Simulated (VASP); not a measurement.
A run of VASP 6.6.1 is set up as follows.

File INCAR:

```
PREC = Accurate
ENCUT = 520
EDIFF = 1E-7
ISMEAR = 0
SIGMA = 0.15
LREAL = False
LASPH = True
NELM = 150
ALGO = Normal
ISIF = 2
LWAVE = False
LCHARG = False
ISPIN = 2
MAGMOM = 0.875
LORBIT = 11
NUPDOWN = 0.875
LMAXMIX = 4
GGA = CA
NBANDS = 15
```

File KPOINTS:

```
regular mesh
0
Gamma
  24 24 24
```

The input POSCAR:

```
Ni
1.0
    0.0000000000      1.6772043451      1.6772043451
    1.6772043451      0.0000000000      1.6772043451
    1.6772043451      1.6772043451      0.0000000000
Ni
1
Direct
    0.0000000000      0.0000000000      0.0000000000
```

Potentials or basis: VASP PAW LDA potentials, release 64 (Ni).

Run with:

```sh
$ cat potpaw_LDA.64/Ni/POTCAR > POTCAR
$ mpirun -np 1 vasp_std > vasp.out
```

**Question.** Predict the pressure.

**Answer.** 21.0 GPa.

Caveat: the total moment is fixed, so each spin has its own Fermi level.
